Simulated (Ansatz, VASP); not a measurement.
## One calculation of RuS, two programs

```xyz
2
Lattice="0.0000 2.5519 2.5519 2.5519 0.0000 2.5519 2.5519 2.5519 0.0000" Properties=species:S:1:pos:R:3 pbc="T T T"
Ru    0.0000    0.0000    0.0000
S     1.2760    1.2760    1.2760
```

Alike in both runs: task single point; functional PBE; k mesh 10 × 10 × 10; occupations gaussian, width 0.05 eV; no spin polarisation.

|  | VASP | Ansatz |
| --- | --- | --- |
| version | VASP 6.6.1 | Ansatz 0.2.0 |
| potentials or method | VASP PAW PBE potentials, release 64 (Ru_pv, S), cutoff 520 eV | scalar-relativistic, plane waves, PAW |
| valence electrons in the cell | 20 | 22 |

|  | VASP | Ansatz | Ansatz less VASP |
| --- | --- | --- | --- |
| gap on the k mesh at the Fermi level (eV) | none | none | - |
| pressure (GPa) | 9.3 | 9.5 | +0.24 |

A gap of «none» marks a metal or a gap that the smearing closes. VASP's potentials hold 20 valence electrons a cell and Ansatz's 22, so a difference there can come from the potentials and not from the codes.
